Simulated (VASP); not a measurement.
A run of VASP 6.6.1:

File INCAR:

```
SYSTEM = CdTe
PREC = Accurate
ENCUT = 500
EDIFF = 1E-7
ISMEAR = 0
SIGMA = 0.01
LREAL = .FALSE.
LASPH = .TRUE.
NELM = 120
ALGO = Normal
ISIF = 3
LWAVE = .FALSE.
LCHARG = .FALSE.
GGA = PE
IBRION = 2
NSW = 50
EDIFFG = -0.01
PSTRESS = 100.0
GGA_COMPAT = .FALSE.
NELMIN = 4
```

KPOINTS

```
regular mesh
0
G
  6 6 6
  0 0 0
```

The input POSCAR:

```
CdTe
1.0
    0.0000000000      3.2050000000      3.2050000000
    3.2050000000      0.0000000000      3.2050000000
    3.2050000000      3.2050000000      0.0000000000
Cd Te
1 1
Direct
    0.0000000000      0.0000000000      0.0000000000
    0.7500000000      0.7500000000      0.7500000000
```

Potentials or basis: VASP PAW PBE potentials, release 64 (Cd, Te).

Run with:

```bash
$ cat potpaw_PBE.64/Cd/POTCAR potpaw_PBE.64/Te/POTCAR > POTCAR
$ mpirun -np 1 vasp_std > vasp.out
```

Hardware: 1 thread of Intel(R) Xeon(R) Platinum 8375C CPU @ 2.90GHz (Ice Lake), on a shared host.

Task: How long does it take, and how much memory?

Result: It took 44 s on 1 thread of Intel(R) Xeon(R) Platinum 8375C CPU @ 2.90GHz (Ice Lake), with other jobs on the host, peak memory 0.22 GiB. Counts: scf iterations 45, k points 16, ion steps 4.
